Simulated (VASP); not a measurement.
# C (Fd-3m) in VASP: a series of runs

C is run at these levels: LDA; tasks: single point.

Everything below comes from runs of VASP 6.6.1. Logs are shortened: lines on timing, memory, paths and dates and some standing lists are left out, and cuts for length are marked.

### Step 1. The cell of the first run

It takes space group Fd-3m (No. 227, cubic). The conventional cell has a = 3.567 Å, b = 3.567 Å, c = 3.567 Å, α = 90.00°, β = 90.00°, γ = 90.00°. Within 2.1 Å of C (site symmetry -43m) lie 4 C at 1.54 Å.

### Step 2. Single point, LDA

Input file INCAR:

```
SYSTEM = C
  ALGO = Normal
  EDIFF = 1E-6
  ENCUT = 520
  GGA = CA
  ISIF = 2
  ISMEAR = 0
  LASPH = .True.
  LCHARG = .True.
  LELF = .True.
  LREAL = .False.
  LVHAR = .True.
  LWAVE = .False.
  NBANDS = 11
  NELM = 80
  PREC = Accurate
  SIGMA = 0.1
```

Input file KPOINTS:

```
k-points
0
Gamma
  8 8 8
  0 0 0
```

Input file POSCAR:

```
C
1.0
    0.0000000000      1.7834000000      1.7834000000
    1.7834000000      0.0000000000      1.7834000000
    1.7834000000      1.7834000000      0.0000000000
C
2
Direct
    0.5000000000      0.5000000000      0.5000000000
    0.7500000000      0.7500000000      0.7500000000
```

Potentials or basis: VASP PAW LDA potentials, release 64 (C).

Run with:

```sh
$ cat potpaw_LDA.64/C/POTCAR > POTCAR
$ mpirun -np 1 vasp_std > vasp.out
```

OUTCAR:

```text
SYSTEM = C
   EDIFF = 1E-6
   ENCUT = 520
   GGA = CA
   ISIF = 2
   ISMEAR = 0
   LASPH = .True.
   LREAL = .False.
   NELM = 80
   PREC = Accurate

 ion  position               nearest neighbor table
   1  0.500  0.500  0.500-   2 1.54   2 1.54   2 1.54   2 1.54
   2  0.750  0.750  0.750-   1 1.54   1 1.54   1 1.54   1 1.54

  LATTYP: Found a face centered cubic cell.
 ALAT       =     3.5668000000

  Lattice vectors:

 A1 = (   0.0000000000,   1.7834000000,   1.7834000000)
 A2 = (   1.7834000000,   0.0000000000,   1.7834000000)
 A3 = (   1.7834000000,   1.7834000000,   0.0000000000)

Analysis of symmetry for initial positions (statically):
=====================================================================
 Subroutine PRICEL returns:
 Original cell was already a primitive cell.

 Routine SETGRP: Setting up the symmetry group for a
 face centered cubic supercell.

 Subroutine GETGRP returns: Found 48 space group operations
 (whereof 24 operations were pure point group operations)
 out of a pool of 48 trial point group operations.

The static configuration has the point symmetry T_d .
 The point group associated with its full space group is O_h .

Analysis of symmetry for dynamics (positions and initial velocities):
=====================================================================
 Subroutine PRICEL returns:
 Original cell was already a primitive cell.

 Routine SETGRP: Setting up the symmetry group for a
 face centered cubic supercell.

 Subroutine GETGRP returns: Found 48 space group operations
 (whereof 24 operations were pure point group operations)
 out of a pool of 48 trial point group operations.

The dynamic configuration has the point symmetry T_d .
 The point group associated with its full space group is O_h .

 Subroutine INISYM returns: Found 48 space group operations
 (whereof 24 operations are pure point group operations),
 and found     1 'primitive' translations

----------------------------------------------------------------------------------------

                                     Primitive cell

  volume of cell :      11.3443

  direct lattice vectors                    reciprocal lattice vectors
     0.000000000  1.783400000  1.783400000    -0.280363351  0.280363351  0.280363351
     1.783400000  0.000000000  1.783400000     0.280363351 -0.280363351  0.280363351
     1.783400000  1.783400000  0.000000000     0.280363351  0.280363351 -0.280363351

  length of vectors
     2.522108467  2.522108467  2.522108467     0.485603568  0.485603568  0.485603568

  position of ions in fractional coordinates (direct lattice)
     0.500000000  0.500000000  0.500000000
     0.750000000  0.750000000  0.750000000

  ion indices of the primitive-cell ions
   primitive index   ion index
                 1           1
                 2           2

----------------------------------------------------------------------------------------

 KPOINTS: k-points

Automatic generation of k-mesh.
 Grid dimensions read from file:
 generate k-points for:    8    8    8

 Generating k-lattice:

  Cartesian coordinates                     Fractional coordinates (reciprocal lattice)
    -0.035045419  0.035045419  0.035045419     0.125000000  0.000000000  0.000000000
     0.035045419 -0.035045419  0.035045419     0.000000000  0.125000000  0.000000000
     0.035045419  0.035045419 -0.035045419     0.000000000  0.000000000  0.125000000

  Length of vectors
     0.060700446  0.060700446  0.060700446

  Shift w.r.t. Gamma in fractional coordinates (k-lattice)
     0.000000000  0.000000000  0.000000000

 Subroutine IBZKPT returns following result:
 ===========================================

 Found     29 irreducible k-points:

 Following reciprocal coordinates:
            Coordinates               Weight
  0.000000  0.000000  0.000000      1.000000
  0.125000  0.000000  0.000000      8.000000
  0.250000  0.000000  0.000000      8.000000
  0.375000  0.000000  0.000000      8.000000
  0.500000  0.000000  0.000000      4.000000
  0.125000  0.125000  0.000000      6.000000
[... 16 lines left out ...]
  0.500000  0.250000  0.125000     48.000000
 -0.375000  0.250000  0.125000     24.000000
 [... further k-points ...]
   k-points           NKPTS =     29   k-points in BZ     NKDIM =     29   number of bands    NBANDS=     11
   number of dos      NEDOS =    301   number of ions     NIONS =      2
   total plane-waves  NPLWV =   8000
   dimension x,y,z NGX =    20 NGY =   20 NGZ =   20
   dimension x,y,z NGXF=    40 NGYF=   40 NGZF=   40
   ions per type =               2
   NGX,Y,Z   is equivalent  to a cutoff of  13.18, 13.18, 13.18 a.u.
   NGXF,Y,Z  is equivalent  to a cutoff of  26.37, 26.37, 26.37 a.u.
 SYSTEM =  C
   PREC   = accura    normal or accurate (medium, high low for compatibility)
   ISTART =      0    job   : 0-new  1-cont  2-samecut
   ICHARG =      2    charge: 1-file 2-atom 10-const
   ISPIN  =      1    spin polarized calculation?
   LNONCOLLINEAR =      F non collinear calculations
   LSORBIT =      F    spin-orbit coupling
   LASPH  =      T    aspherical Exc in radial PAW
   ENCUT  =  520.0 eV  38.22 Ry    6.18 a.u.   4.69  4.69  4.69*2*pi/ulx,y,z
   NELM   =     80;   NELMIN=  2; NELMDL= -5     # of ELM steps
   EDIFF  = 0.1E-05   stopping-criterion for ELM
   LREAL  =      F    real-space projection
   EDIFFG = 0.1E-04   stopping-criterion for IOM
   NSW    =      0    number of steps for IOM
   IBRION =     -1    ionic relax: 0-MD 1-quasi-New 2-CG
   NFREE  =      0    steps in history (QN), initial steepest desc. (CG)
   ISIF   =      2    stress and relaxation
   ISYM   =      2    0-nonsym 1-usesym 2-fastsym
   POTIM  = 0.5000    time-step for ionic-motion
   TEBEG  =    0.0;   TEEND  =   0.0 temperature during run
   PSTRESS=    0.0 pullay stress
   NELECT =       8.0000    total number of electrons
   NUPDOWN=      -1.0000    fix difference up-down
   EMIN   =  10.00;   EMAX   =-10.00  energy-range for DOS
   EFERMI =   0.00;   METHOD = LEGACY
   ISMEAR =     0;   SIGMA  =   0.10  broadening in eV -4-tet -1-fermi 0-gaus
   EFERMI_NEDOS =   21; number of points for ismear=-14 and -15
   IALGO  =     38    algorithm
   IMIX   =      4    mixing-type and parameters
     AMIX     =   0.40;   BMIX     =  1.00
     AMIX_MAG =   1.60;   BMIX_MAG =  1.00
  volume/ion in A,a.u.               =       5.67        38.28
  Fermi-wavevector in a.u.,A,eV,Ry     =   1.457178  2.753668 28.890189  2.123369
  Thomas-Fermi vector in A             =   2.574010
   LORBIT       =      0    0 simple, 1 ext, 2 COOP (PROOUT), +10 PAW based schemes
   GGA     = CA    functional components
   LHFCALC =     F    Hartree Fock is set to
   AEXX    =    0.0000 exact exchange contribution
   IVDW    =     0    specifies the selected vdW correction
   LEPSILON=     F    determine dielectric tensor
   LRPA    =     F    only Hartree local field effects (RPA)
 non-spin polarized calculation
 Gauss-broadening in eV      SIGMA  =   0.10
  energy-cutoff  :      520.00
  volume of cell :       11.34
 maximum number of plane-waves:       314
   NGX =  9   NGY =  9   NGZ =  9

 number of electron       7.9999999 magnetization

 Free energy of the ion-electron system (eV)
  ---------------------------------------------------
  ext. energy  EPLUGINS =         0.00000000
  ---------------------------------------------------
  free energy    TOTEN  =       -20.23442688 eV

  energy without entropy =      -20.23442688  energy(sigma->0) =      -20.23442688

 E-fermi :  10.2767     XC(G=0): -13.4993

 val. band max:        9.7234929083   @ k =   0.0000   0.0000   0.0000
 cond. band min:      13.8224925922   @ k =   0.3750   0.3750   0.0000
 fundamental gap:      4.0989996839
 Fermi energy:        10.2767334762

 k-point     1 :       0.0000    0.0000    0.0000
  band No.  band energies     occupation
      1     -11.5948      2.00000
      2       9.7235      2.00000
      3       9.7235      2.00000
      4       9.7235      2.00000
      5      15.2656      0.00000
      6      15.2656      0.00000
      7      15.2656      0.00000
      8      23.2789      0.00000
      9      28.7260      0.00000
     10      36.3524      0.00000
     11      36.3525      0.00000

 k-point     2 :       0.1250    0.0000    0.0000
  band No.  band energies     occupation
      1     -11.1628      2.00000
      2       7.3345      2.00000
      3       9.0728      2.00000
      4       9.0728      2.00000
      5      16.1192      0.00000
      6      16.1192      0.00000
      7      16.5652      0.00000
      8      23.5723      0.00000
      9      29.3548      0.00000
     10      33.1396      0.00000
     11      33.1396      0.00000

 k-point     3 :       0.2500    0.0000    0.0000
  band No.  band energies     occupation
      1      -9.8798      2.00000
      2       3.1894      2.00000
      3       7.9838      2.00000
      4       7.9838      2.00000
      5      17.4479      0.00000
      6      17.4479      0.00000
      7      17.9159      0.00000
      8      24.3122      0.00000
      9      30.1173      0.00000
     10      32.0385      0.00000
     11      32.0385      0.00000

 k-point     4 :       0.3750    0.0000    0.0000
  band No.  band energies     occupation
      1      -7.8071      2.00000
      2      -0.8812      2.00000
      3       7.2056      2.00000
      4       7.2056      2.00000
      5      18.0347      0.00000
      6      18.0347      0.00000
      7      18.5526      0.00000
      8      24.9556      0.00000
      9      30.5801      0.00000
     10      33.6073      0.00000
     11      33.6073      0.00000
[... 239 lines left out ...]
 k-point    22 :       0.3750    0.2500    0.1250
  band No.  band energies     occupation
      1      -8.7545      2.00000
      2       3.3081      2.00000
      3       4.2311      2.00000
      4       6.8567      2.00000
      5      16.2496      0.00000
      6      19.6902      0.00000
      7      21.2049      0.00000
      8      21.4412      0.00000
      9      30.3098      0.00000
     10      30.9357      0.00000
     11      35.2592      0.00000

 k-point    23 :       0.5000    0.2500    0.1250
  band No.  band energies     occupation
      1      -6.7221      2.00000
      2      -0.0376      2.00000
      3       3.4872      2.00000
      4       5.6525      2.00000
      5      17.6144      0.00000
      6      19.2935      0.00000
      7      22.1113      0.00000
      8      22.9443      0.00000
      9      29.5881      0.00000
     10      31.8665      0.00000
     11      35.6207      0.00000

 k-point    24 :      -0.3750    0.2500    0.1250
  band No.  band energies     occupation
      1      -4.7506      2.00000
      2      -2.6040      2.00000
      3       3.4664      2.00000
      4       5.0363      2.00000
      5      17.8956      0.00000
      6      19.1750      0.00000
      7      22.7580      0.00000
      8      24.4393      0.00000
      9      27.7770      0.00000
     10      33.3457      0.00000
     11      35.8635      0.00000

 [... further k-points ...]
[... 5 lines left out ...]
  --------------------------------------------------------------------------------------
  -------------------------------------------------------------------------------------
  Total       -0.8250045     -0.8250045     -0.8250045      0.0000000      0.0000000      0.0000000
  in kB     -116.5173620   -116.5173620   -116.5173620      0.0000000      0.0000000      0.0000000
  external PRESSURE =    -116.5173620 kB  Pullay stress =       0.0000000 kB

 VOLUME and BASIS-vectors are now :
 -----------------------------------------------------------------------------
  energy-cutoff  :      520.00
  volume of cell :       11.34
      direct lattice vectors                 reciprocal lattice vectors
     0.000000000  1.783400000  1.783400000    -0.280363351  0.280363351  0.280363351
     1.783400000  0.000000000  1.783400000     0.280363351 -0.280363351  0.280363351
     1.783400000  1.783400000  0.000000000     0.280363351  0.280363351 -0.280363351

 POSITION                                       TOTAL-FORCE (eV/Angst)
 -----------------------------------------------------------------------------------
      1.78340      1.78340      1.78340        -0.000000     -0.000000      0.000000
      2.67510      2.67510      2.67510         0.000000      0.000000      0.000000
 -----------------------------------------------------------------------------------
    total drift:                                0.000000     -0.000000      0.000000

  FREE ENERGIE OF THE ION-ELECTRON SYSTEM (eV)
  ---------------------------------------------------
  free  energy   TOTEN  =       -20.2344268835 eV

  energy  without entropy=      -20.2344268835  energy(sigma->0) =      -20.23442688
```

Wall time 6.8 s (1 thread of AMD EPYC 7R13, shared host); peak memory 0.08 GiB.

Results:

- Free energy: -20.2344 eV
- Pressure: -11.7 GPa
- Band gap on the k mesh: 4.10 eV, indirect (least direct gap 5.54 eV)

Levels at points of the mesh, in eV from the valence-band top:
```csv
k point,band 1,band 2,band 3,band 4,band 5,band 6,band 7,band 8
"(0.00, 0.00, 0.00)",-21.32,0.00,0.00,0.00,5.54,5.54,5.54,13.56
"(0.50, 0.00, 0.00)",-15.48,-13.36,-2.79,-2.79,8.38,8.38,9.01,15.41
"(0.50, 0.50, 0.00)",-12.61,-12.61,-6.29,-6.29,4.70,4.70,16.63,16.63
```

### Step 3. Single point, LDA

This run uses another cell than the first one, of 5.50 Å³/atom, 0.970 times its volume.

Input file INCAR:

```
PREC = Accurate
ENCUT = 520
EDIFF = 1E-6
ISMEAR = 0
SIGMA = 0.1
LREAL = F
LASPH = T
NELM = 60
ALGO = Normal
ISIF = 2
LWAVE = F
LCHARG = T
GGA = CA
LELF = T
LVHAR = T
NBANDS = 11
```

Input file KPOINTS:

```
Automatic mesh
0
Gamma
  10 10 10
```

Input file POSCAR:

```
C
1.0
    0.0000000000      1.7654839623      1.7654839623
    1.7654839623      0.0000000000      1.7654839623
    1.7654839623      1.7654839623      0.0000000000
C
2
Direct
    0.5000000000      0.5000000000      0.5000000000
    0.7500000000      0.7500000000      0.7500000000
```

Potentials or basis: VASP PAW LDA potentials, release 64 (C).

Run with:

```sh
$ cat potpaw_LDA.64/C/POTCAR > POTCAR
$ mpirun -np 1 vasp_std > vasp.out
```

Run time: 8.8 s. Hardware: 1 thread of AMD EPYC 7R13, shared host; peak memory 0.08 GiB.

It converged, with:

* Free energy: -20.2451 eV
* Pressure: 1.9 GPa
* Band gap on the k mesh: 4.20 eV, indirect (least direct gap 5.63 eV)

Levels at points of the mesh, in eV from the valence-band top:
```csv
k point,band 1,band 2,band 3,band 4,band 5,band 6,band 7,band 8,band 9
"(0.00, 0.00, 0.00)",-21.73,0.00,0.00,0.00,5.63,5.63,5.63,14.25,19.40
"(0.50, 0.00, 0.00)",-15.71,-13.70,-2.87,-2.87,8.51,8.51,9.43,15.68,21.97
"(0.50, 0.50, 0.00)",-12.82,-12.82,-6.47,-6.47,4.77,4.77,17.09,17.09,23.50
```

A k mesh can miss the band edges. As with any semilocal functional, this LDA gap is likely too small.

### Step 4. Single point, LDA

This run uses another cell than the first one, of 5.51 Å³/atom, 0.971 times its volume.

Input file INCAR:

```
PREC = Accurate ; ENCUT = 520
EDIFF = 1E-7 ; ISMEAR = 0
SIGMA = 0.02 ; LREAL = False
LASPH = True ; NELM = 60
ALGO = Normal ; ISIF = 2
LWAVE = False ; LCHARG = False
GGA = CA ; NBANDS = 11
```

Input file KPOINTS:

```
Automatic mesh
0
Gamma
  12 12 12
```

Input file POSCAR:

```
C
1.0
    0.0000000000      1.7657651611      1.7657651611
    1.7657651611      0.0000000000      1.7657651611
    1.7657651611      1.7657651611      0.0000000000
C
2
Direct
    0.5000000000      0.5000000000      0.5000000000
    0.7500000000      0.7500000000      0.7500000000
```

Potentials or basis: VASP PAW LDA potentials, release 64 (C).

Run with:

```sh
$ cat potpaw_LDA.64/C/POTCAR > POTCAR
$ mpirun -np 1 vasp_std > vasp.out
```

OUTCAR:

```text
PREC = Accurate
   ENCUT = 520
   EDIFF = 1E-7
   ISMEAR = 0
   LREAL = False
   LASPH = True
   NELM = 60
   ISIF = 2
   GGA = CA

 ion  position               nearest neighbor table
   1  0.500  0.500  0.500-   2 1.53   2 1.53   2 1.53   2 1.53
   2  0.750  0.750  0.750-   1 1.53   1 1.53   1 1.53   1 1.53

  LATTYP: Found a face centered cubic cell.
 ALAT       =     3.5315303222

  Lattice vectors:

 A1 = (   0.0000000000,   1.7657651611,   1.7657651611)
 A2 = (   1.7657651611,   0.0000000000,   1.7657651611)
[... 515 lines left out ...]
      7      21.8144      0.00000
      8      25.7682      0.00000
      9      29.6736      0.00000
     10      34.5591      0.00000
     11      34.9918      0.00000

 [... further k-points ...]
[... 5 lines left out ...]
  --------------------------------------------------------------------------------------
  -------------------------------------------------------------------------------------
  Total        0.1172351      0.1172351      0.1172351      0.0000000      0.0000000      0.0000000
  in kB       17.0584395     17.0584395     17.0584395      0.0000000      0.0000000      0.0000000
  external PRESSURE =      17.0584395 kB  Pullay stress =       0.0000000 kB

 VOLUME and BASIS-vectors are now :
 -----------------------------------------------------------------------------
  energy-cutoff  :      520.00
  volume of cell :       11.01
      direct lattice vectors                 reciprocal lattice vectors
     0.000000000  1.765765161  1.765765161    -0.283163362  0.283163362  0.283163362
     1.765765161  0.000000000  1.765765161     0.283163362 -0.283163362  0.283163362
     1.765765161  1.765765161  0.000000000     0.283163362  0.283163362 -0.283163362

 POSITION                                       TOTAL-FORCE (eV/Angst)
 -----------------------------------------------------------------------------------
      1.76577      1.76577      1.76577        -0.000000     -0.000000     -0.000000
      2.64865      2.64865      2.64865         0.000000      0.000000      0.000000
 -----------------------------------------------------------------------------------
    total drift:                                0.000000     -0.000000      0.000000

  FREE ENERGIE OF THE ION-ELECTRON SYSTEM (eV)
  ---------------------------------------------------
  free  energy   TOTEN  =       -20.2451860002 eV

  energy  without entropy=      -20.2451860002  energy(sigma->0) =      -20.24518600
```

Run time: 11 s. Hardware: 1 thread of AMD EPYC 7R13, shared host; peak memory 0.08 GiB.

Results:

```yaml
Free_energy: -20.2452 eV
Pressure: 1.7 GPa
Band_gap_on_the_k_mesh: 4.20 eV, indirect (least direct gap 5.63 eV)
```

### Step 5. The runs side by side

```csv
cell,k mesh,smearing,gap on the mesh (eV),pressure (GPa)
"a = 2.522 Å, angles 60.0°, 2 atoms",8 × 8 × 8,gaussian 0.1 eV,4.10,-11.7
"a = 2.497 Å, angles 60.0°, 2 atoms",10 × 10 × 10,gaussian 0.1 eV,4.20,1.9
"a = 2.497 Å, angles 60.0°, 2 atoms",12 × 12 × 12,gaussian 0.02 eV,4.20,1.7
```

Alike in all rows: task single point; level LDA; potentials or basis VASP PAW LDA potentials, release 64 (C); no spin polarisation; cutoff (eV) 520.

Absolute energies hang on the potentials; compare differences alone.
